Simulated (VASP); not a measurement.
# BaWF3 (Pm-3m) in VASP: single point with PBE

Aim: the single point of BaWF3 with PBE.

Everything below comes from runs of VASP 6.6.1. Logs are shortened: lines on timing, memory, paths and dates and some standing lists are left out, and cuts for length are marked.

### Step 1. The cell of the first run

It takes space group Pm-3m (No. 221, cubic). Conventional cell: a = 4.179 Å, b = 4.179 Å, c = 4.179 Å, α = 90.00°, β = 90.00°, γ = 90.00°. Within 3.9 Å of Ba (site symmetry m-3m) lie 12 F at 2.96 Å and 8 W at 3.62 Å. Within 2.8 Å of W (site symmetry m-3m) lie 6 F at 2.09 Å. F (site symmetry 4/mmm) has 2 W at 2.09 Å within 2.8 Å.

### Step 2. Single point, PBE

The input, INCAR:

```
PREC = Accurate
ENCUT = 1350
EDIFF = 1E-6
ISMEAR = 0
SIGMA = 0.1
LREAL = F
LASPH = T
NELM = 120
ALGO = Normal
ISIF = 2
LWAVE = F
LCHARG = T
GGA = PE
LELF = T
LVHAR = T
NBANDS = 30
GGA_COMPAT = F
```

The input, KPOINTS:

```
regular mesh
0
Gamma
  4 4 4
```

The input, POSCAR:

```
BaWF3
1.0
    4.1791533400      0.0000000000      0.0000000000
    0.0000000000      4.1791533400      0.0000000000
    0.0000000000      0.0000000000      4.1791533400
Ba W F
1 1 3
Direct
    0.5000000000      0.5000000000      0.5000000000
    0.0000000000      0.0000000000      0.0000000000
    0.5000000000      0.0000000000      0.0000000000
    0.0000000000      0.5000000000      0.0000000000
    0.0000000000      0.0000000000      0.5000000000
```

Potentials or basis: VASP PAW PBE potentials, release 64 (Ba_sv, W_sv, F_h).

On the command line:

```sh
$ cat potpaw_PBE.64/Ba_sv/POTCAR potpaw_PBE.64/W_sv/POTCAR potpaw_PBE.64/F_h/POTCAR > POTCAR
$ mpirun -np 1 vasp_std > vasp.out
```

OUTCAR:

```text
PREC = Accurate
   ENCUT = 1350
   EDIFF = 1E-6
   ISMEAR = 0
   LREAL = F
   LASPH = T
   NELM = 120
   ISIF = 2
   GGA = PE

 ion  position               nearest neighbor table
   1  0.500  0.500  0.500-   3 2.96   4 2.96   5 2.96   3 2.96   4 2.96   3 2.96   5 2.96   3 2.96
                             4 2.96   5 2.96   4 2.96   5 2.96   2 3.62   2 3.62   2 3.62   2 3.62
   2  0.000  0.000  0.000-   3 2.09   4 2.09   5 2.09   5 2.09   4 2.09   3 2.09   1 3.62   1 3.62
                             1 3.62   1 3.62   1 3.62   1 3.62   1 3.62   1 3.62
   3  0.500  0.000  0.000-   2 2.09   2 2.09   1 2.96   1 2.96   1 2.96   1 2.96
   4  0.000  0.500  0.000-   2 2.09   2 2.09   1 2.96   1 2.96   1 2.96   1 2.96
   5  0.000  0.000  0.500-   2 2.09   2 2.09   1 2.96   1 2.96   1 2.96   1 2.96

  LATTYP: Found a simple cubic cell.
 ALAT       =     4.1791533400

  Lattice vectors:

 A1 = (   4.1791533400,   0.0000000000,   0.0000000000)
 A2 = (   0.0000000000,   4.1791533400,   0.0000000000)
 A3 = (   0.0000000000,   0.0000000000,   4.1791533400)

Analysis of symmetry for initial positions (statically):
=====================================================================
 Subroutine PRICEL returns:
 Original cell was already a primitive cell.

 Routine SETGRP: Setting up the symmetry group for a
 simple cubic supercell.

 Subroutine GETGRP returns: Found 48 space group operations
 (whereof 48 operations were pure point group operations)
 out of a pool of 48 trial point group operations.

The static configuration has the point symmetry O_h .

Analysis of symmetry for dynamics (positions and initial velocities):
=====================================================================
 Subroutine PRICEL returns:
 Original cell was already a primitive cell.

 Routine SETGRP: Setting up the symmetry group for a
 simple cubic supercell.

 Subroutine GETGRP returns: Found 48 space group operations
 (whereof 48 operations were pure point group operations)
 out of a pool of 48 trial point group operations.

The dynamic configuration has the point symmetry O_h .

 Subroutine INISYM returns: Found 48 space group operations
 (whereof 48 operations are pure point group operations),
 and found     1 'primitive' translations

----------------------------------------------------------------------------------------

                                     Primitive cell

  volume of cell :      72.9903

  direct lattice vectors                    reciprocal lattice vectors
     4.179153340  0.000000000  0.000000000     0.239282917  0.000000000  0.000000000
     0.000000000  4.179153340  0.000000000     0.000000000  0.239282917  0.000000000
     0.000000000  0.000000000  4.179153340     0.000000000  0.000000000  0.239282917

  length of vectors
     4.179153340  4.179153340  4.179153340     0.239282917  0.239282917  0.239282917

  position of ions in fractional coordinates (direct lattice)
     0.500000000  0.500000000  0.500000000
     0.000000000  0.000000000  0.000000000
     0.500000000  0.000000000  0.000000000
     0.000000000  0.500000000  0.000000000
     0.000000000  0.000000000  0.500000000

  ion indices of the primitive-cell ions
   primitive index   ion index
                 1           1
                 2           2
                 3           3
                 4           4
                 5           5

----------------------------------------------------------------------------------------

 KPOINTS: regular mesh

Automatic generation of k-mesh.
 Grid dimensions read from file:
 generate k-points for:    4    4    4

 Generating k-lattice:

  Cartesian coordinates                     Fractional coordinates (reciprocal lattice)
     0.059820729  0.000000000  0.000000000     0.250000000  0.000000000  0.000000000
     0.000000000  0.059820729  0.000000000     0.000000000  0.250000000  0.000000000
     0.000000000  0.000000000  0.059820729     0.000000000  0.000000000  0.250000000

  Length of vectors
     0.059820729  0.059820729  0.059820729

  Shift w.r.t. Gamma in fractional coordinates (k-lattice)
     0.000000000  0.000000000  0.000000000

 Subroutine IBZKPT returns following result:
 ===========================================

 Found     10 irreducible k-points:

 Following reciprocal coordinates:
            Coordinates               Weight
  0.000000  0.000000  0.000000      1.000000
  0.250000  0.000000  0.000000      6.000000
  0.500000  0.000000  0.000000      3.000000
  0.250000  0.250000  0.000000     12.000000
  0.500000  0.250000  0.000000     12.000000
  0.500000  0.500000  0.000000      3.000000
  0.250000  0.250000  0.250000      8.000000
  0.500000  0.250000  0.250000     12.000000
  0.500000  0.500000  0.250000      6.000000
  0.500000  0.500000  0.500000      1.000000
   k-points           NKPTS =     10   k-points in BZ     NKDIM =     10   number of bands    NBANDS=     30
   number of dos      NEDOS =    301   number of ions     NIONS =      5
   total plane-waves  NPLWV = 125000
   dimension x,y,z NGX =    50 NGY =   50 NGZ =   50
   dimension x,y,z NGXF=   100 NGYF=  100 NGZF=  100
   ions per type =               1   1   3
   NGX,Y,Z   is equivalent  to a cutoff of  19.89, 19.89, 19.89 a.u.
   NGXF,Y,Z  is equivalent  to a cutoff of  39.78, 39.78, 39.78 a.u.
 SYSTEM =  unknown system
   PREC   = accura    normal or accurate (medium, high low for compatibility)
   ISTART =      0    job   : 0-new  1-cont  2-samecut
   ICHARG =      2    charge: 1-file 2-atom 10-const
   ISPIN  =      1    spin polarized calculation?
   LNONCOLLINEAR =      F non collinear calculations
   LSORBIT =      F    spin-orbit coupling
   LASPH  =      T    aspherical Exc in radial PAW
   ENCUT  = 1350.0 eV  99.22 Ry    9.96 a.u.  12.52 12.52 12.52*2*pi/ulx,y,z
   NELM   =    120;   NELMIN=  2; NELMDL= -5     # of ELM steps
   EDIFF  = 0.1E-05   stopping-criterion for ELM
   LREAL  =      F    real-space projection
   EDIFFG = 0.1E-04   stopping-criterion for IOM
   NSW    =      0    number of steps for IOM
   IBRION =     -1    ionic relax: 0-MD 1-quasi-New 2-CG
   NFREE  =      0    steps in history (QN), initial steepest desc. (CG)
   ISIF   =      2    stress and relaxation
   ISYM   =      2    0-nonsym 1-usesym 2-fastsym
   POTIM  = 0.5000    time-step for ionic-motion
   TEBEG  =    0.0;   TEEND  =   0.0 temperature during run
   PSTRESS=    0.0 pullay stress
   NELECT =      45.0000    total number of electrons
   NUPDOWN=      -1.0000    fix difference up-down
   EMIN   =  10.00;   EMAX   =-10.00  energy-range for DOS
   EFERMI =   0.00;   METHOD = LEGACY
   ISMEAR =     0;   SIGMA  =   0.10  broadening in eV -4-tet -1-fermi 0-gaus
   EFERMI_NEDOS =   21; number of points for ismear=-14 and -15
   IALGO  =     38    algorithm
   IMIX   =      4    mixing-type and parameters
     AMIX     =   0.40;   BMIX     =  1.00
     AMIX_MAG =   1.60;   BMIX_MAG =  1.00
  volume/ion in A,a.u.               =      14.60        98.51
  Fermi-wavevector in a.u.,A,eV,Ry     =   1.393341  2.633032 26.414332  1.941399
  Thomas-Fermi vector in A             =   2.516996
   LORBIT       =      0    0 simple, 1 ext, 2 COOP (PROOUT), +10 PAW based schemes
   GGA     = PE    functional components
   LHFCALC =     F    Hartree Fock is set to
   AEXX    =    0.0000 exact exchange contribution
   IVDW    =     0    specifies the selected vdW correction
   LEPSILON=     F    determine dielectric tensor
   LRPA    =     F    only Hartree local field effects (RPA)
 non-spin polarized calculation
 Gauss-broadening in eV      SIGMA  =   0.10
  energy-cutoff  :     1350.00
  volume of cell :       72.99
 maximum number of plane-waves:      8261
   NGX = 25   NGY = 25   NGZ = 25

 number of electron      45.0000000 magnetization

 Free energy of the ion-electron system (eV)
  ---------------------------------------------------
  ext. energy  EPLUGINS =         0.00000000
  ---------------------------------------------------
  free energy    TOTEN  =       -26.52184332 eV

  energy without entropy =      -26.49833028  energy(sigma->0) =      -26.51008680

 E-fermi :   8.1102     XC(G=0): -10.8937

 val. band max:        8.0755152538   @ k =   0.5000   0.2500   0.2500
 cond. band min:       8.1551297683   @ k =   0.2500   0.0000   0.0000
 fundamental gap:      0.0796145144
 Fermi energy:         8.1102058119

 k-point     1 :       0.0000    0.0000    0.0000
  band No.  band energies     occupation
      1     -66.4095      2.00000
      2     -30.8398      2.00000
      3     -30.8398      2.00000
      4     -30.8398      2.00000
      5     -21.9642      2.00000
      6     -19.6956      2.00000
[... 22 lines left out ...]
     29      11.9039      0.00000
     30      11.9039      0.00000

 k-point     2 :       0.2500    0.0000    0.0000
  band No.  band energies     occupation
      1     -66.4094      2.00000
      2     -30.8841      2.00000
      3     -30.8390      2.00000
      4     -30.8390      2.00000
      5     -21.8873      2.00000
      6     -19.7496      2.00000
[... 22 lines left out ...]
     29      11.3879      0.00000
     30      11.4768      0.00000

 k-point     3 :       0.5000    0.0000    0.0000
  band No.  band energies     occupation
      1     -66.4092      2.00000
      2     -30.9277      2.00000
      3     -30.8382      2.00000
      4     -30.8382      2.00000
      5     -21.8056      2.00000
      6     -19.8353      2.00000
[... 22 lines left out ...]
     29      10.9347      0.00000
     30      10.9347      0.00000

 k-point     4 :       0.2500    0.2500    0.0000
  band No.  band energies     occupation
      1     -66.4093      2.00000
      2     -30.8834      2.00000
      3     -30.8829      2.00000
      4     -30.8382      2.00000
      5     -21.8309      2.00000
      6     -19.7123      2.00000
[... 154 lines left out ...]
     29      11.8433      0.00000
     30      12.3384      0.00000

 k-point     9 :       0.5000    0.5000    0.2500
  band No.  band energies     occupation
      1     -66.4089      2.00000
      2     -30.9244      2.00000
      3     -30.9244      2.00000
      4     -30.8804      2.00000
      5     -21.7190      2.00000
      6     -19.4750      2.00000
[... 22 lines left out ...]
     29      12.7559      0.00000
     30      13.0233      0.00000

 k-point    10 :       0.5000    0.5000    0.5000
  band No.  band energies     occupation
      1     -66.4088      2.00000
      2     -30.9234      2.00000
      3     -30.9234      2.00000
      4     -30.9234      2.00000
      5     -21.6998      2.00000
      6     -19.2473      2.00000
[... 22 lines left out ...]
     29      13.0458      0.00000
     30      13.0459      0.00000

------------------------ aborting loop because EDIFF is reached ----------------------------------------

  FORCE on cell =-STRESS in cart. coord.  units (eV):
  Direction    XX          YY          ZZ          XY          YZ          ZX
  --------------------------------------------------------------------------------------
  -------------------------------------------------------------------------------------
  Total        7.5336016      7.5336016      7.5336016      0.0000000     -0.0000000      0.0000000
  in kB      165.3667969    165.3667969    165.3667969      0.0000000     -0.0000000      0.0000000
  external PRESSURE =     165.3667969 kB  Pullay stress =       0.0000000 kB

 VOLUME and BASIS-vectors are now :
 -----------------------------------------------------------------------------
  energy-cutoff  :     1350.00
  volume of cell :       72.99
      direct lattice vectors                 reciprocal lattice vectors
     4.179153340  0.000000000  0.000000000     0.239282917  0.000000000  0.000000000
     0.000000000  4.179153340  0.000000000     0.000000000  0.239282917  0.000000000
     0.000000000  0.000000000  4.179153340     0.000000000  0.000000000  0.239282917

 POSITION                                       TOTAL-FORCE (eV/Angst)
 -----------------------------------------------------------------------------------
      2.08958      2.08958      2.08958         0.000000      0.000000      0.000000
      0.00000      0.00000      0.00000         0.000000      0.000000      0.000000
      2.08958      0.00000      0.00000         0.000000      0.000000      0.000000
      0.00000      2.08958      0.00000         0.000000      0.000000      0.000000
      0.00000      0.00000      2.08958         0.000000      0.000000      0.000000
 -----------------------------------------------------------------------------------
    total drift:                                0.000000      0.000000     -0.000000

  FREE ENERGIE OF THE ION-ELECTRON SYSTEM (eV)
  ---------------------------------------------------
  free  energy   TOTEN  =       -26.5218433168 eV

  energy  without entropy=      -26.4983302799  energy(sigma->0) =      -26.51008680
```

Run time: 82 s. Hardware: 1 thread of Intel Xeon Platinum 8259CL at 2.50GHz (Skylake/Cascade Lake), shared host; peak memory 0.39 GiB.

What came out:

| Property | Result |
| --- | --- |
| Free energy | -26.5218 eV |
| Pressure | 16.5 GPa |
| Band gap on the k mesh | zero (an odd number of electrons rules out a gap without spin polarisation) |

Caveat: the k points lie up to 0.38 Å⁻¹ apart, too coarse for converged energies and pressures of a metal; spin-orbit coupling is left out, which moves the levels of the heavy elements; an odd number of electrons without spin polarisation forces a metal; a magnetic or distorted state may lie lower.

The gap in the log of VASP goes by the Fermi energy; the results here count the filled bands.